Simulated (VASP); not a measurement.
Input of a VASP 6.6.1 run:

The input INCAR:

```
PREC = Accurate
ENCUT = 520
EDIFF = 1E-7
ISMEAR = 0
SIGMA = 0.1
LREAL = False
LASPH = True
NELM = 60
ALGO = Normal
ISIF = 2
LWAVE = False
LCHARG = False
LDIPOL = True
IDIPOL = 3
DIPOL = 0.5 0.5 0.500
GGA = PS
NBANDS = 66
```

The input KPOINTS:

```
Automatic mesh
0
Gamma
  8 6 1
```

POSCAR

```
GaSb
1.0
    4.3212908972      0.0000000000      0.0000000000
    0.0000000000      6.1112281938      0.0000000000
    0.0000000000      0.0000000000     25.8032272430
Ga Sb
6 6
Direct
    0.5000000000      0.5000000000      0.2906613165
    0.0000000000      0.0000000000      0.3743967899
    0.5000000000      0.5000000000      0.4581322633
    0.0000000000      0.0000000000      0.5418677367
    0.5000000000      0.5000000000      0.6256032101
    0.0000000000      0.0000000000      0.7093386835
    0.0000000000      0.2500000000      0.2906613165
    0.5000000000      0.7500000000      0.3743967899
    0.0000000000      0.2500000000      0.4581322633
    0.5000000000      0.7500000000      0.5418677367
    0.0000000000      0.2500000000      0.6256032101
    0.5000000000      0.7500000000      0.7093386835
```

Potentials or basis: VASP PAW PBE potentials, release 64 (Ga_d, Sb).

Run with:

```bash
$ cat potpaw_PBE.64/Ga_d/POTCAR potpaw_PBE.64/Sb/POTCAR > POTCAR
$ mpirun -np 1 vasp_std > vasp.out
```

Task: Predict the band gap on the k mesh.

Result: 0.10 eV (least direct gap 0.34 eV).

Task: Estimate the largest force.

Result: 1.156 eV/Å.

Forces in eV/Å, atoms in the order of the input:
```
Ga   0.000 -0.627  0.972
Ga   0.000  0.201  0.193
Ga   0.000 -0.142  0.111
Ga   0.000 -0.142 -0.111
Ga   0.000  0.201 -0.193
Ga   0.000 -0.627 -0.972
Sb   0.000  0.007 -0.986
Sb   0.000  0.467 -0.424
Sb   0.000  0.094  0.071
Sb   0.000  0.094 -0.071
Sb   0.000  0.467  0.424
Sb   0.000  0.007  0.986
```

Caveat: the PAW data sets were made with another functional, which shifts forces and pressure a little; spin-orbit coupling is left out, which moves the levels of the heavy elements.
